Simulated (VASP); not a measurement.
# ZnO (P6_3mc) in VASP: a series of runs, part 2 of 2

VASP 6.6.1. Earlier steps stand in the parts before.

## Step 6: Single point, PBE

File INCAR:

```
SYSTEM = ZnO
PREC     = Accurate       ! precision mode
ENCUT    = 600            ! plane-wave cutoff, eV
EDIFF    = 1E-6           ! SCF threshold, eV
ISMEAR   = -1             ! smearing method
SIGMA    = 0.05           ! smearing width, eV
LREAL    = .False.        ! projectors in reciprocal space
LASPH    = .True.         ! aspherical terms in the spheres
NELM     = 120            ! most SCF steps
ALGO     = Normal         ! electronic algorithm
ISIF     = 2              ! what is computed and relaxed
LWAVE    = .False.        ! write WAVECAR
LCHARG   = .False.        ! write CHGCAR
GGA      = PE             ! functional
NBANDS   = 26             ! bands
GGA_COMPAT= .False.
```

File KPOINTS:

```
Automatic mesh
0
Gamma
  3 3 2
  0 0 0
```

File POSCAR:

```
ZnO
1.0
    3.2493080000      0.0000000000      0.0000000000
   -1.6246540000      2.8139832727      0.0000000000
    0.0000000000      0.0000000000      5.2057090000
Zn O
2 2
Direct
    0.6666666667      0.3333333333      0.0000000000
    0.3333333333      0.6666666667      0.5000000000
    0.3333333333      0.6666666667      0.8790100000
    0.6666666667      0.3333333333      0.3790100000
```

Potentials or basis: VASP PAW PBE potentials, release 64 (Zn, O).

Started as:

```
$ cat potpaw_PBE.64/Zn/POTCAR potpaw_PBE.64/O/POTCAR > POTCAR
$ mpirun -np 1 vasp_std > vasp.out
```

OUTCAR:

```text
SYSTEM = ZnO
   PREC = Accurate
   ENCUT = 600
   EDIFF = 1E-6
   ISMEAR = -1
   LREAL = .False.
   LASPH = .True.
   NELM = 120
   ISIF = 2
   GGA = PE

 ion  position               nearest neighbor table
   1  0.667  0.333  0.000-   4 1.97   3 1.98   3 1.98   3 1.98
   2  0.333  0.667  0.500-   3 1.97   4 1.98   4 1.98   4 1.98
   3  0.333  0.667  0.879-   2 1.97   1 1.98   1 1.98   1 1.98
   4  0.667  0.333  0.379-   1 1.97   2 1.98   2 1.98   2 1.98

  LATTYP: Found a hexagonal cell.
 ALAT       =     3.2493080000
 C/A-ratio  =     1.6020977390

  Lattice vectors:

 A1 = (   3.2493080000,   0.0000000000,   0.0000000000)
 A2 = (  -1.6246540000,   2.8139832727,   0.0000000000)
 A3 = (   0.0000000000,   0.0000000000,   5.2057090000)

Analysis of symmetry for initial positions (statically):
=====================================================================
 Subroutine PRICEL returns:
 Original cell was already a primitive cell.

 Routine SETGRP: Setting up the symmetry group for a
 hexagonal supercell.

 Subroutine GETGRP returns: Found 12 space group operations
 (whereof  6 operations were pure point group operations)
 out of a pool of 24 trial point group operations.

The static configuration has the point symmetry C_3v.
 The point group associated with its full space group is C_6v.

Analysis of symmetry for dynamics (positions and initial velocities):
=====================================================================
 Subroutine PRICEL returns:
 Original cell was already a primitive cell.

 Routine SETGRP: Setting up the symmetry group for a
 hexagonal supercell.

 Subroutine GETGRP returns: Found 12 space group operations
 (whereof  6 operations were pure point group operations)
 out of a pool of 24 trial point group operations.

The dynamic configuration has the point symmetry C_3v.
 The point group associated with its full space group is C_6v.
[... 100 lines left out ...]
   EFERMI_NEDOS =   21; number of points for ismear=-14 and -15
   IALGO  =     38    algorithm
   IMIX   =      4    mixing-type and parameters
     AMIX     =   0.40;   BMIX     =  1.00
     AMIX_MAG =   1.60;   BMIX_MAG =  1.00
  volume/ion in A,a.u.               =      11.90        80.30
  Fermi-wavevector in a.u.,A,eV,Ry     =   1.491574  2.818667 30.270160  2.224794
  Thomas-Fermi vector in A             =   2.604212
   LORBIT       =      0    0 simple, 1 ext, 2 COOP (PROOUT), +10 PAW based schemes
   GGA     = PE    functional components
   LHFCALC =     F    Hartree Fock is set to
   AEXX    =    0.0000 exact exchange contribution
   IVDW    =     0    specifies the selected vdW correction
   LEPSILON=     F    determine dielectric tensor
   LRPA    =     F    only Hartree local field effects (RPA)
 non-spin polarized calculation
  energy-cutoff  :      600.00
  volume of cell :       47.60
 maximum number of plane-waves:      1616
 NGX is ok and might be reduce to    28
   NGX = 13   NGY = 13   NGZ = 21

 number of electron      36.0000008 magnetization

 Free energy of the ion-electron system (eV)
  ---------------------------------------------------
  ext. energy  EPLUGINS =         0.00000000
  ---------------------------------------------------
  free energy    TOTEN  =       -17.70352556 eV

  energy without entropy =      -17.70345582  energy(sigma->0) =      -17.70349069

 E-fermi :   1.6531     XC(G=0): -10.8956

 val. band max:        1.2514972041   @ k =   0.0000   0.0000   0.0000
 cond. band min:       2.0148230285   @ k =   0.0000   0.0000   0.0000
 fundamental gap:      0.7633258244
 Fermi energy:         1.6530865301

 k-point     1 :       0.0000    0.0000    0.0000
  band No.  band energies     occupation
      1     -16.8343      2.00000
      2     -16.0986      2.00000
      3      -4.4637      2.00000
      4      -4.4637      2.00000
      5      -4.4278      2.00000
      6      -4.3957      2.00000
[... 163 lines left out ...]
     25      16.9653      0.00000
     26      16.9659      0.00000

------------------------ aborting loop because EDIFF is reached ----------------------------------------

  FORCE on cell =-STRESS in cart. coord.  units (eV):
  Direction    XX          YY          ZZ          XY          YZ          ZX
  --------------------------------------------------------------------------------------
  -------------------------------------------------------------------------------------
  Total        1.7376652      1.7376652      1.8955162      0.0000000      0.0000000      0.0000000
  in kB       58.4903739     58.4903739     63.8036919      0.0000000      0.0000000      0.0000000
  external PRESSURE =      60.2614799 kB  Pullay stress =       0.0000000 kB

 VOLUME and BASIS-vectors are now :
 -----------------------------------------------------------------------------
  energy-cutoff  :      600.00
  volume of cell :       47.60
      direct lattice vectors                 reciprocal lattice vectors
     3.249308000  0.000000000  0.000000000     0.307757836  0.177684070  0.000000000
    -1.624654000  2.813983273  0.000000000     0.000000000  0.355368139  0.000000000
     0.000000000  0.000000000  5.205709000     0.000000000  0.000000000  0.192096792

 POSITION                                       TOTAL-FORCE (eV/Angst)
 -----------------------------------------------------------------------------------
      1.62465      0.93799      0.00000         0.000000     -0.000000     -0.055854
     -0.00000      1.87599      2.60285        -0.000000      0.000000     -0.055854
     -0.00000      1.87599      4.57587        -0.000000      0.000000      0.055854
      1.62465      0.93799      1.97302         0.000000     -0.000000      0.055854
 -----------------------------------------------------------------------------------
    total drift:                                0.000000      0.000000     -0.001354

  FREE ENERGIE OF THE ION-ELECTRON SYSTEM (eV)
  ---------------------------------------------------
  free  energy   TOTEN  =       -17.7035255614 eV

  energy  without entropy=      -17.7034558197  energy(sigma->0) =      -17.70349069
```

OSZICAR:

```text
N       E                     dE             d eps       ncg     rms          rms(c)
DAV:   1     0.314139767346E+03    0.31414E+03   -0.19375E+04   312   0.219E+03
DAV:   2     0.130045357673E+02   -0.30114E+03   -0.28216E+03   344   0.441E+02
DAV:   3    -0.204095160069E+02   -0.33414E+02   -0.33022E+02   334   0.149E+02
DAV:   4    -0.210229779916E+02   -0.61346E+00   -0.61262E+00   344   0.204E+01
DAV:   5    -0.210258321485E+02   -0.28542E-02   -0.28536E-02   332   0.140E+00    0.148E+01
DAV:   6    -0.175242934310E+02    0.35015E+01   -0.65290E+00   496   0.613E+01    0.914E+00
DAV:   7    -0.177418389377E+02   -0.21755E+00   -0.30234E+00   328   0.170E+01    0.544E+00
DAV:   8    -0.177492053966E+02   -0.73665E-02   -0.46838E-01   454   0.745E+00    0.162E+00
DAV:   9    -0.177009133141E+02    0.48292E-01   -0.92649E-02   480   0.625E+00    0.302E-01
DAV:  10    -0.177034476542E+02   -0.25343E-02   -0.37003E-02   316   0.133E+00    0.144E-01
DAV:  11    -0.177034756554E+02   -0.28001E-04   -0.63418E-04   334   0.238E-01    0.343E-02
DAV:  12    -0.177035230749E+02   -0.47419E-04   -0.82114E-05   344   0.216E-01    0.220E-02
DAV:  13    -0.177035311672E+02   -0.80923E-05   -0.22197E-05   348   0.933E-02    0.202E-02
DAV:  14    -0.177035255788E+02    0.55884E-05   -0.12142E-05   378   0.408E-02    0.250E-03
DAV:  15    -0.177035255614E+02    0.17370E-07   -0.37191E-06   310   0.170E-02
   1 F= -.17703526E+02 E0= -.17703491E+02  d E =-.697417E-04
```

Wall time 14 s (1 thread of Intel Xeon Platinum 8259CL at 2.50GHz (Skylake/Cascade Lake), shared host); peak memory 0.17 GiB.

Results:

| Property | Result |
| --- | --- |
| Free energy | -17.7035 eV |
| Pressure | 6.0 GPa |
| Largest force | 0.056 eV/Å |
| Band gap on the k mesh | 0.76 eV |

Forces in eV/Å, atoms in the order of the input:
```
Zn   0.000  0.000 -0.056
Zn   0.000  0.000 -0.056
O    0.000  0.000  0.056
O    0.000  0.000  0.056
```

Stress tensor (GPa, compression positive):
```
5.85 0.00 0.00
0.00 5.85 0.00
0.00 0.00 6.38
```

Caveat: the k points lie up to 0.74 Å⁻¹ apart; semilocal functionals underestimate gaps, and a narrow one can read as zero. A hybrid or GW would open this gap; PBE tends to underestimate it.

## Step 7: Overview

| level | potentials or basis | cell | k mesh | cutoff (eV) | gap on the mesh (eV) | pressure (GPa) | largest force (eV/Å) |
| --- | --- | --- | --- | --- | --- | --- | --- |
| r2SCAN | VASP PAW PBE potentials, release 64 (Zn, O_h) | a = 3.249, b = 3.249, c = 5.206 Å, angles 90.0, 90.0, 120.0°, 4 atoms, atomic positions A | 9 × 9 × 5 | 1480 | 1.23 | -0.1 | 0.07 |
| RPBE+D4 | VASP PAW PBE potentials, release 64 (Zn, O_h) | a = 3.258, b = 3.258, c = 5.251 Å, angles 90.0, 90.0, 120.0°, 4 atoms, atomic positions B | 9 × 9 × 5 | 1340 | 0.86 | 0.9 | - |
| revPBE | VASP PAW PBE potentials, release 64 (Zn, O_h) | a = 3.183, b = 3.183, c = 5.099 Å, angles 90.0, 90.0, 120.0°, 4 atoms, atomic positions A | 9 × 9 × 5 | 1340 | 0.94 | 20.4 | 0.10 |
| RPBE+D3(BJ) | VASP PAW PBE potentials, release 64 (Zn, O_h) | a = 3.227, b = 3.227, c = 5.171 Å, angles 90.0, 90.0, 120.0°, 4 atoms, atomic positions A | 9 × 9 × 5 | 1340 | 0.91 | -1.9 | 0.10 |
| PBE | VASP PAW PBE potentials, release 64 (Zn, O) | a = 3.249, b = 3.249, c = 5.206 Å, angles 90.0, 90.0, 120.0°, 4 atoms, atomic positions A | 3 × 3 × 2 | 600 | 0.76 | 6.0 | 0.06 |

Alike in all rows: task single point; no spin polarisation; smearing fermi-dirac 0.05 eV.

Caveats: some runs use coarse meshes; the PAW data sets were made with another functional, which shifts forces and pressure a little (at least some runs); the cell stands under pressure (at least some runs); semilocal functionals underestimate gaps, and a narrow one can read as zero (at least some runs).

Absolute energies hang on the potentials; compare differences alone.

## Step 8: Comparison with measurements

Step 2. Measured gap of ZnO: 3.37 eV (quoted in “Electronic structure of alkaline earth and post-transition metal oxides”, 2009, arxiv:0908.1581). This calculation gives 1.23 eV (-2.14 eV). So large a miss can be the level of theory's own, or it may mean another phase, state or a wrong row. The value is that of r2SCAN, without temperature or zero-point motion.

Step 3. A measured gap of ZnO is 3.37 eV (quoted in “Electronic structure of alkaline earth and post-transition metal oxides”, 2009, arxiv:0908.1581); the calculated 0.86 eV misses it by -2.51 eV. So large a miss can be the level of theory's own, or it may mean another phase, state or a wrong row. The value is that of RPBE+D4, without temperature or zero-point motion. Semilocal functionals fall short of measured gaps as a rule.
